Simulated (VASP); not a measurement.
Wanted: the native input for a VASP 6.6.1 run.

```yaml
Task: single point
Functional: PBE-based screened hybrid with 25 % exact exchange
Potentials_or_basis: VASP PAW PBE potentials, release 64 (Pb_d, Se)
Cutoff: 520 eV
k_mesh: 4 × 4 × 4
Occupations: fermi-dirac, width 0.05 eV
Spin: no spin polarisation
Dipole_correction: no
Grid_for_exact_exchange_PRECFOCK: Normal
Share_of_exact_exchange: 0.25
Further_INCAR_settings: ALGO = Normal; EDIFF = 1e-07; NBANDS = 17
Screening_parameter: 0.3 1/Å
```

PbSe:

```
CELL_PARAMETERS angstrom
0.00000 3.01928 3.01928
3.01928 0.00000 3.01928
3.01928 3.01928 0.00000
ATOMIC_POSITIONS crystal
Pb 0.00000 0.00000 0.00000
Se 0.50000 0.50000 0.50000
```

These files were run (other wordings do the same):

POSCAR

```
PbSe
1.0
    0.0000000000      3.0192847941      3.0192847941
    3.0192847941      0.0000000000      3.0192847941
    3.0192847941      3.0192847941      0.0000000000
Pb Se
1 1
Direct
    0.0000000000      0.0000000000      0.0000000000
    0.5000000000      0.5000000000      0.5000000000
```

INCAR.step1

```
SYSTEM = PbSe
ALGO     = Normal         ! electronic algorithm
EDIFF    = 1E-5           ! SCF threshold, eV
ENCUT    = 520            ! plane-wave cutoff, eV
GGA      = PE             ! functional
ISIF     = 2              ! what is computed and relaxed
ISMEAR   = -1             ! smearing method
LASPH    = .TRUE.         ! aspherical terms in the spheres
LCHARG   = .FALSE.        ! write CHGCAR
LREAL    = .FALSE.        ! projectors in reciprocal space
LWAVE    = .TRUE.         ! write WAVECAR
NBANDS   = 17             ! bands
NELM     = 80             ! most SCF steps
PREC     = Accurate       ! precision mode
SIGMA    = 0.05           ! smearing width, eV
```

INCAR.step2

```
SYSTEM = PbSe
AEXX     = 0.25           ! exact-exchange fraction
ALGO     = Normal         ! electronic algorithm
EDIFF    = 1E-7           ! SCF threshold, eV
ENCUT    = 520            ! plane-wave cutoff, eV
GGA      = PE             ! functional
HFSCREEN = 0.3            ! screening, 1/A
ISIF     = 2              ! what is computed and relaxed
ISMEAR   = -1             ! smearing method
ISTART   = 1            
LASPH    = .TRUE.         ! aspherical terms in the spheres
LCHARG   = .FALSE.        ! write CHGCAR
LHFCALC  = .TRUE.         ! exact exchange
LREAL    = .FALSE.        ! projectors in reciprocal space
LWAVE    = .FALSE.        ! write WAVECAR
NBANDS   = 17             ! bands
NELM     = 80             ! most SCF steps
PREC     = Accurate       ! precision mode
PRECFOCK = Normal       
SIGMA    = 0.05           ! smearing width, eV
```

KPOINTS

```
k-points
0
G
  4 4 4
  0 0 0
```

Potentials or basis: VASP PAW PBE potentials, release 64 (Pb_d, Se).

Command:

```sh
$ cat potpaw_PBE.64/Pb_d/POTCAR potpaw_PBE.64/Se/POTCAR > POTCAR
$ cp INCAR.step1 INCAR
$ mpirun -np 1 vasp_std > vasp.out
$ cp INCAR.step2 INCAR
$ mpirun -np 1 vasp_std > vasp.out
```

It gave:

* Pressure: 3.9 GPa
* Band gap on the k mesh: 0.42 eV

Caveat: the k points lie up to 0.45 Å⁻¹ apart; the PAW data sets were made with another functional, which shifts forces and pressure a little; spin-orbit coupling is left out, which moves the levels of the heavy elements.

Run time: 18 min on 1 thread of Intel Xeon 8259CL, on a shared host, peak memory 0.29 GiB.
